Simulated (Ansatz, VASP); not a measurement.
# One calculation of PbF2, two programs

The input POSCAR:

```
PbF2
1.0
    0.0000000000      3.0279846485      3.0279846485
    3.0279846485      0.0000000000      3.0279846485
    3.0279846485      3.0279846485      0.0000000000
Pb F
1 2
Direct
    0.0000000000      0.0000000000      0.0000000000
    0.2500000000      0.2500000000      0.2500000000
    0.7500000000      0.7500000000      0.7500000000
```

File INCAR.step1:

```
PREC = Accurate
ENCUT = 520
ISMEAR = 0
SIGMA = 0.05
LREAL = F
LASPH = T
NELM = 80
NBANDS = 21
GGA = PE
ALGO = Normal
EDIFF = 1E-4
LWAVE = T
LCHARG = F
```

Contents of INCAR.step2:

```
PREC = Accurate
ENCUT = 520
EDIFF = 1E-7
ISMEAR = 0
SIGMA = 0.05
LREAL = F
LASPH = T
NELM = 80
ALGO = Normal
ISIF = 2
LWAVE = F
LCHARG = F
METAGGA = R2SCAN
LMIXTAU = T
NBANDS = 21
ISTART = 1
```

KPOINTS

```
Automatic mesh
0
Gamma
  8 8 8
```

Input for Ansatz:

```yaml
crystal:
  lattice:
    - [0.0, 3.0279846485, 3.0279846485]
    - [3.0279846485, 0.0, 3.0279846485]
    - [3.0279846485, 3.0279846485, 0.0]
  atoms:
    - { symbol: Pb, position: [0.0, 0.0, 0.0] }
    - { symbol: F, position: [0.25, 0.25, 0.25] }
    - { symbol: F, position: [0.75, 0.75, 0.75] }
basis:
  ecutwfc: 500
  ecutrho_ratio: 4
kpoints:
  mp_grid: { grid: [8, 8, 8] }
hamiltonian:
  xc: r2scan
scf:
  occupations: { method: gaussian, width: 0.05 }
output:
  forces: true
  stress: true
  eigenvalues: true
```

Alike in both runs: task single point; functional r2SCAN; k mesh 8 × 8 × 8; occupations gaussian, width 0.05 eV; no spin polarisation.

|  | VASP | Ansatz |
| --- | --- | --- |
| version | VASP 6.6.1 | Ansatz 0.2.0 |
| potentials or method | VASP PAW PBE potentials, release 64 (Pb_d, F), cutoff 520 eV | scalar-relativistic, plane waves, PAW |
| valence electrons in the cell | 28 | 28 |

```tsv
	VASP	Ansatz	Ansatz less VASP
gap on the k mesh at the Fermi level (eV)	4.94	4.94	+0.001
least direct gap on the mesh (eV)	5.08	5.08	0.000
pressure (GPa)	-4.6	-4.4	+0.13
```

VASP's potentials were made for PBE, not for r2SCAN.

Spin-orbit coupling is off throughout.
